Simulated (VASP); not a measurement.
A run of VASP 6.6.1 is set up as follows.

INCAR

```
PREC = Accurate
ENCUT = 520
EDIFF = 1E-7
ISMEAR = -1
SIGMA = 0.05
LREAL = F
LASPH = T
NELM = 150
ALGO = Normal
ISIF = 2
LWAVE = F
LCHARG = T
ISPIN = 2
MAGMOM = 2 2 2 2 2 2
LORBIT = 11
LMAXMIX = 4
GGA = PE
LELF = T
LVHAR = T
NBANDS = 40
LUSENCCL = F
```

File KPOINTS:

```
regular mesh
0
Gamma
  7 7 7
```

Contents of POSCAR:

```
Co
1.0
    0.0000000000      3.2173717600      3.2173717600
    3.2173717600      0.0000000000      3.2173717600
    3.2173717600      3.2173717600      0.0000000000
Co
6
Direct
    0.1134620000      0.1291570000      0.1344470000
    0.6273560000      0.1272110000      0.1243690000
    0.1220780000      0.6198940000      0.1397780000
    0.1094010000      0.1349720000      0.6271240000
    0.5035150000      0.4934760000      0.5086250000
    0.7486180000      0.7422990000      0.7518840000
```

Potentials or basis: VASP PAW PBE potentials, release 64 (Co).

Launch:

```bash
$ cat potpaw_PBE.64/Co/POTCAR > POTCAR
$ mpirun -np 1 vasp_std > vasp.out
```

What does it give for the net moment?

9.83 μB per cell.

What does it give for the pressure?

6.1 GPa.

Stress tensor (GPa, compression positive):
```
 6.06 -0.02 -0.31
-0.02  6.10 -0.28
-0.31 -0.28  6.13
```

Caveat: the cell differs from its parent crystal (atoms moved at random); the cell stands under pressure.
